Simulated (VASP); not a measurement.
# CoSi2 (fluorite type) (Fm-3m) in VASP: further runs

CoSi2 (fluorite type) is run at these levels: LDA; tasks: single point.

Everything below comes from runs of VASP 6.6.1. Logs are shortened: lines on timing, memory, paths and dates and some standing lists are left out, and cuts for length are marked.

### Step 1. The cell of the first run

Symmetry: Fm-3m, No. 225, cubic system. Conventional cell: a = 4.498 Å, b = 4.498 Å, c = 4.498 Å, α = 90.00°, β = 90.00°, γ = 90.00°. Co (site symmetry m-3m) has 8 Si at 1.95 Å within 2.6 Å. Si (site symmetry -43m) has 4 Co at 1.95 Å and 6 Si at 2.25 Å within 2.6 Å.

### Step 2. Single point, LDA (volume scaled by 0.62)

Contents of INCAR:

```
PREC = Accurate
ENCUT = 520
EDIFF = 1E-6
ISMEAR = -1
SIGMA = 0.1
LREAL = False
LASPH = True
NELM = 60
ALGO = Normal
ISIF = 2
LWAVE = False
LCHARG = False
NBANDS = 16
```

Contents of KPOINTS:

```
Automatic mesh
0
Gamma
  10 10 10
```

Contents of POSCAR:

```
CoSi2
1.0
    0.0000000000      2.2487898324      2.2487898324
    2.2487898324      0.0000000000      2.2487898324
    2.2487898324      2.2487898324      0.0000000000
Co Si
1 2
Direct
    0.0000000000      0.0000000000      0.0000000000
    0.2500000000      0.2500000000      0.2500000000
    0.7500000000      0.7500000000      0.7500000000
```

Potentials or basis: VASP PAW LDA potentials, release 64 (Co, Si).

The run is started by

```sh
$ cat potpaw_LDA.64/Co/POTCAR potpaw_LDA.64/Si/POTCAR > POTCAR
$ mpirun -np 1 vasp_std > vasp.out
```

OUTCAR:

```text
PREC = Accurate
   ENCUT = 520
   EDIFF = 1E-6
   ISMEAR = -1
   LREAL = False
   LASPH = True
   NELM = 60
   ISIF = 2

 ion  position               nearest neighbor table
   1  0.000  0.000  0.000-   3 1.95   3 1.95   3 1.95   2 1.95   3 1.95   2 1.95   2 1.95   2 1.95

   2  0.250  0.250  0.250-   1 1.95   1 1.95   1 1.95   1 1.95   3 2.25   3 2.25   3 2.25   3 2.25
                             3 2.25   3 2.25
   3  0.750  0.750  0.750-   1 1.95   1 1.95   1 1.95   1 1.95   2 2.25   2 2.25   2 2.25   2 2.25
                             2 2.25   2 2.25

  LATTYP: Found a face centered cubic cell.
 ALAT       =     4.4975796648

  Lattice vectors:

 A1 = (   0.0000000000,   2.2487898324,   2.2487898324)
 A2 = (   2.2487898324,   0.0000000000,   2.2487898324)
 A3 = (   2.2487898324,   2.2487898324,   0.0000000000)

Analysis of symmetry for initial positions (statically):
=====================================================================
 Subroutine PRICEL returns:
 Original cell was already a primitive cell.

 Routine SETGRP: Setting up the symmetry group for a
 face centered cubic supercell.

 Subroutine GETGRP returns: Found 48 space group operations
 (whereof 48 operations were pure point group operations)
 out of a pool of 48 trial point group operations.

The static configuration has the point symmetry O_h .

Analysis of symmetry for dynamics (positions and initial velocities):
=====================================================================
 Subroutine PRICEL returns:
 Original cell was already a primitive cell.

 Routine SETGRP: Setting up the symmetry group for a
 face centered cubic supercell.

 Subroutine GETGRP returns: Found 48 space group operations
 (whereof 48 operations were pure point group operations)
 out of a pool of 48 trial point group operations.

The dynamic configuration has the point symmetry O_h .

 Subroutine INISYM returns: Found 48 space group operations
 (whereof 48 operations are pure point group operations),
 and found     1 'primitive' translations

----------------------------------------------------------------------------------------

                                     Primitive cell

  volume of cell :      22.7445

  direct lattice vectors                    reciprocal lattice vectors
     0.000000000  2.248789832  2.248789832    -0.222341809  0.222341809  0.222341809
     2.248789832  0.000000000  2.248789832     0.222341809 -0.222341809  0.222341809
     2.248789832  2.248789832  0.000000000     0.222341809  0.222341809 -0.222341809

  length of vectors
     3.180269080  3.180269080  3.180269080     0.385107310  0.385107310  0.385107310

  position of ions in fractional coordinates (direct lattice)
     0.000000000  0.000000000  0.000000000
     0.250000000  0.250000000  0.250000000
     0.750000000  0.750000000  0.750000000

  ion indices of the primitive-cell ions
   primitive index   ion index
                 1           1
                 2           2
                 3           3

----------------------------------------------------------------------------------------

 KPOINTS: Automatic mesh

Automatic generation of k-mesh.
 Grid dimensions read from file:
 generate k-points for:   10   10   10

 Generating k-lattice:

  Cartesian coordinates                     Fractional coordinates (reciprocal lattice)
    -0.022234181  0.022234181  0.022234181     0.100000000  0.000000000  0.000000000
     0.022234181 -0.022234181  0.022234181     0.000000000  0.100000000  0.000000000
     0.022234181  0.022234181 -0.022234181     0.000000000  0.000000000  0.100000000

  Length of vectors
     0.038510731  0.038510731  0.038510731

  Shift w.r.t. Gamma in fractional coordinates (k-lattice)
     0.000000000  0.000000000  0.000000000

 Subroutine IBZKPT returns following result:
 ===========================================

 Found     47 irreducible k-points:

 Following reciprocal coordinates:
            Coordinates               Weight
  0.000000  0.000000  0.000000      1.000000
  0.100000  0.000000  0.000000      8.000000
  0.200000  0.000000  0.000000      8.000000
  0.300000  0.000000  0.000000      8.000000
  0.400000  0.000000  0.000000      8.000000
  0.500000  0.000000  0.000000      4.000000
[... 16 lines left out ...]
  0.300000  0.300000  0.000000      6.000000
  0.400000  0.300000  0.000000     24.000000
 [... further k-points ...]
   k-points           NKPTS =     47   k-points in BZ     NKDIM =     47   number of bands    NBANDS=     16
   number of dos      NEDOS =    301   number of ions     NIONS =      3
   total plane-waves  NPLWV =  13824
   dimension x,y,z NGX =    24 NGY =   24 NGZ =   24
   dimension x,y,z NGXF=    48 NGYF=   48 NGZF=   48
   ions per type =               1   2
   NGX,Y,Z   is equivalent  to a cutoff of  12.55, 12.55, 12.55 a.u.
   NGXF,Y,Z  is equivalent  to a cutoff of  25.09, 25.09, 25.09 a.u.
 SYSTEM =  unknown system
   PREC   = accura    normal or accurate (medium, high low for compatibility)
   ISTART =      0    job   : 0-new  1-cont  2-samecut
   ICHARG =      2    charge: 1-file 2-atom 10-const
   ISPIN  =      1    spin polarized calculation?
   LNONCOLLINEAR =      F non collinear calculations
   LSORBIT =      F    spin-orbit coupling
   LASPH  =      T    aspherical Exc in radial PAW
   ENCUT  =  520.0 eV  38.22 Ry    6.18 a.u.   5.91  5.91  5.91*2*pi/ulx,y,z
   NELM   =     60;   NELMIN=  2; NELMDL= -5     # of ELM steps
   EDIFF  = 0.1E-05   stopping-criterion for ELM
   LREAL  =      F    real-space projection
   EDIFFG = 0.1E-04   stopping-criterion for IOM
   NSW    =      0    number of steps for IOM
   IBRION =     -1    ionic relax: 0-MD 1-quasi-New 2-CG
   NFREE  =      0    steps in history (QN), initial steepest desc. (CG)
   ISIF   =      2    stress and relaxation
   ISYM   =      2    0-nonsym 1-usesym 2-fastsym
   POTIM  = 0.5000    time-step for ionic-motion
   TEBEG  =    0.0;   TEEND  =   0.0 temperature during run
   PSTRESS=    0.0 pullay stress
   NELECT =      17.0000    total number of electrons
   NUPDOWN=      -1.0000    fix difference up-down
   EMIN   =  10.00;   EMAX   =-10.00  energy-range for DOS
   EFERMI =   0.00;   METHOD = LEGACY
   ISMEAR =    -1;   SIGMA  =   0.10  broadening in eV -4-tet -1-fermi 0-gaus
   EFERMI_NEDOS =   21; number of points for ismear=-14 and -15
   IALGO  =     38    algorithm
   IMIX   =      4    mixing-type and parameters
     AMIX     =   0.40;   BMIX     =  1.00
     AMIX_MAG =   1.60;   BMIX_MAG =  1.00
  volume/ion in A,a.u.               =       7.58        51.16
  Fermi-wavevector in a.u.,A,eV,Ry     =   1.485704  2.807573 30.032359  2.207316
  Thomas-Fermi vector in A             =   2.599082
   LORBIT       =      0    0 simple, 1 ext, 2 COOP (PROOUT), +10 PAW based schemes
   GGA     = CA    functional components
   LHFCALC =     F    Hartree Fock is set to
   AEXX    =    0.0000 exact exchange contribution
   IVDW    =     0    specifies the selected vdW correction
   LEPSILON=     F    determine dielectric tensor
   LRPA    =     F    only Hartree local field effects (RPA)
 non-spin polarized calculation
  energy-cutoff  :      520.00
  volume of cell :       22.74
 maximum number of plane-waves:       622
   NGX = 11   NGY = 11   NGZ = 11

 number of electron      17.0000006 magnetization

 Free energy of the ion-electron system (eV)
  ---------------------------------------------------
  ext. energy  EPLUGINS =         0.00000000
  ---------------------------------------------------
  free energy    TOTEN  =       -14.09844677 eV

  energy without entropy =      -14.07447374  energy(sigma->0) =      -14.08646026

 E-fermi :  19.0742     XC(G=0): -14.4908

 val. band max:       19.0309606683   @ k =   0.4000   0.0000   0.0000
 cond. band min:      19.1735904527   @ k =   0.2000   0.2000   0.0000
 fundamental gap:      0.1426297844
 Fermi energy:        19.0742197164

 k-point     1 :       0.0000    0.0000    0.0000
  band No.  band energies     occupation
      1       1.2628      2.00000
      2      11.8210      2.00000
      3      11.8210      2.00000
      4      11.8210      2.00000
      5      14.4202      2.00000
      6      14.4202      2.00000
[... 8 lines left out ...]
     15      27.9310      0.00000
     16      27.9310      0.00000

 k-point     2 :       0.1000    0.0000    0.0000
  band No.  band energies     occupation
      1       1.4875      2.00000
      2      11.6007      2.00000
      3      11.9022      2.00000
      4      11.9022      2.00000
      5      14.3507      2.00000
      6      14.3507      2.00000
[... 8 lines left out ...]
     15      27.3683      0.00000
     16      28.3131      0.00000

 k-point     3 :       0.2000    0.0000    0.0000
  band No.  band energies     occupation
      1       2.1513      2.00000
      2      10.9249      2.00000
      3      12.0857      2.00000
      4      12.0857      2.00000
      5      14.2646      2.00000
      6      14.2646      2.00000
[... 8 lines left out ...]
     15      27.8408      0.00000
     16      30.2751      0.00000

 k-point     4 :       0.3000    0.0000    0.0000
  band No.  band energies     occupation
      1       3.2219      2.00000
      2       9.7543      2.00000
      3      12.2113      2.00000
      4      12.2113      2.00000
      5      14.4235      2.00000
      6      14.4235      2.00000
[... 8 lines left out ...]
     15      28.5903      0.00000
     16      32.2923      0.00000
[... 324 lines left out ...]
 k-point    22 :      -0.2000    0.2000    0.0000
  band No.  band energies     occupation
      1       3.5775      2.00000
      2      10.1868      2.00000
      3      11.3155      2.00000
      4      12.8231      2.00000
      5      13.4601      2.00000
      6      15.0405      2.00000
[... 8 lines left out ...]
     15      30.8777      0.00000
     16      31.4742      0.00000

 k-point    23 :       0.3000    0.3000    0.0000
  band No.  band energies     occupation
      1       3.8675      2.00000
      2      10.6089      2.00000
      3      11.8027      2.00000
      4      12.5805      2.00000
      5      12.5805      2.00000
      6      15.2931      2.00000
[... 8 lines left out ...]
     15      32.6911      0.00000
     16      33.2931      0.00000

 k-point    24 :       0.4000    0.3000    0.0000
  band No.  band energies     occupation
      1       4.8842      2.00000
      2      10.1557      2.00000
      3      10.9636      2.00000
      4      12.8453      2.00000
      5      12.9735      2.00000
      6      15.4758      2.00000
[... 8 lines left out ...]
     15      33.3049      0.00000
     16      34.7170      0.00000

 [... further k-points ...]

------------------------ aborting loop because EDIFF is reached ----------------------------------------

  FORCE on cell =-STRESS in cart. coord.  units (eV):
  Direction    XX          YY          ZZ          XY          YZ          ZX
  --------------------------------------------------------------------------------------
  -------------------------------------------------------------------------------------
  Total       38.6215994     38.6215994     38.6215994     -0.0000000      0.0000000     -0.0000000
  in kB     2720.5971260   2720.5971260   2720.5971260     -0.0000000      0.0000000     -0.0000000
  external PRESSURE =    2720.5971260 kB  Pullay stress =       0.0000000 kB

 VOLUME and BASIS-vectors are now :
 -----------------------------------------------------------------------------
  energy-cutoff  :      520.00
  volume of cell :       22.74
      direct lattice vectors                 reciprocal lattice vectors
     0.000000000  2.248789832  2.248789832    -0.222341809  0.222341809  0.222341809
     2.248789832  0.000000000  2.248789832     0.222341809 -0.222341809  0.222341809
     2.248789832  2.248789832  0.000000000     0.222341809  0.222341809 -0.222341809

 POSITION                                       TOTAL-FORCE (eV/Angst)
 -----------------------------------------------------------------------------------
      0.00000      0.00000      0.00000         0.000000     -0.000000      0.000000
      1.12439      1.12439      1.12439         0.000000      0.000000     -0.000000
      3.37318      3.37318      3.37318        -0.000000     -0.000000      0.000000
 -----------------------------------------------------------------------------------
    total drift:                               -0.000000      0.000000      0.000000

  FREE ENERGIE OF THE ION-ELECTRON SYSTEM (eV)
  ---------------------------------------------------
  free  energy   TOTEN  =       -14.0984467723 eV

  energy  without entropy=      -14.0744737405  energy(sigma->0) =      -14.08646026
```

Wall time 12 s (1 thread of AMD EPYC 7R13 (Zen 3), shared host); peak memory 0.11 GiB.

What came out:

```
Free energy : -14.0984 eV
Pressure    : 272.1 GPa
```

Levels at points of the mesh, in eV from the Fermi level:
| k point | band 7 | band 8 | band 9 | band 10 | band 11 | band 12 |
| --- | --- | --- | --- | --- | --- | --- |
| (0.00, 0.00, 0.00) | 3.17 | 3.17 | 3.17 | 6.06 | 6.06 | 6.06 |
| (0.50, 0.00, 0.00) | -3.89 | -0.58 | -0.58 | 4.11 | 5.22 | 5.22 |
| (0.50, 0.50, 0.00) | -4.17 | -3.81 | -3.24 | 3.13 | 4.45 | 8.71 |

 Spin polarisation is off, so any magnetic state and its effect on volume and gap are missing.

[end of part 1 of 2]
